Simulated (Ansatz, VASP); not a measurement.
## One calculation of Tl, two programs

Contents of INCAR:

```
ALGO     = Normal         # electronic algorithm
EDIFF    = 1E-6           # SCF threshold, eV
ENCUT    = 520            # plane-wave cutoff, eV
GGA      = PE             # functional
ISIF     = 2              # what is computed and relaxed
ISMEAR   = -1             # smearing method
LASPH    = True           # aspherical terms in the spheres
LCHARG   = False          # write CHGCAR
LREAL    = False          # projectors in reciprocal space
LWAVE    = False          # write WAVECAR
NBANDS   = 20             # bands
NELM     = 100            # most SCF steps
PREC     = Accurate       # precision mode
SIGMA    = 0.01           # smearing width, eV
```

Contents of KPOINTS:

```
k-points
0
Gamma
  11 11 6
```

POSCAR

```
Tl
1.0
    3.4559983565      0.0000000000      0.0000000000
   -1.7279991783      2.9929823722      0.0000000000
    0.0000000000      0.0000000000      5.5250000000
Tl
2
Direct
    0.3333333333      0.6666666667      0.2500000000
    0.6666666667      0.3333333333      0.7500000000
```

Input for Ansatz:

```yaml
crystal:
  lattice:
    - [3.4559983565, 0.0, 0.0]
    - [-1.7279991783, 2.9929823722, 0.0]
    - [0.0, 0.0, 5.525]
  atoms:
    - { symbol: Tl, position: [0.3333333333, 0.6666666667, 0.25] }
    - { symbol: Tl, position: [0.6666666667, 0.3333333333, 0.75] }
kpoints:
  mp_grid: { grid: [11, 11, 6] }
scf:
  occupations: { method: fermi_dirac, width: 0.01 }
hamiltonian:
  xc: pbe
  pseudopotentials: { kind: all_electron, lapw: { basis_error: 0.0005 } }
output:
  forces: true
  stress: true
  eigenvalues: true
```

Alike in both runs: task single point; functional PBE; k mesh 11 × 11 × 6; occupations fermi-dirac, width 0.01 eV; no spin polarisation.

```csv
,VASP,Ansatz
version,VASP 6.6.1,Ansatz 0.2.0
potentials or method,"VASP PAW PBE potentials, release 64 (Tl_d), cutoff 520 eV","all-electron LAPW, scalar-relativistic"
```

|  | VASP | Ansatz | Ansatz less VASP |
| --- | --- | --- | --- |
| pressure (GPa) | 3.1 | 3.2 | +0.08 |
| traceless stress, the component that is largest in VASP (GPa) | 0.45 | 0.47 | +0.025 |

Ansatz ran all-electron here, and VASP with PAW potentials.

Neither program's run includes spin-orbit coupling.
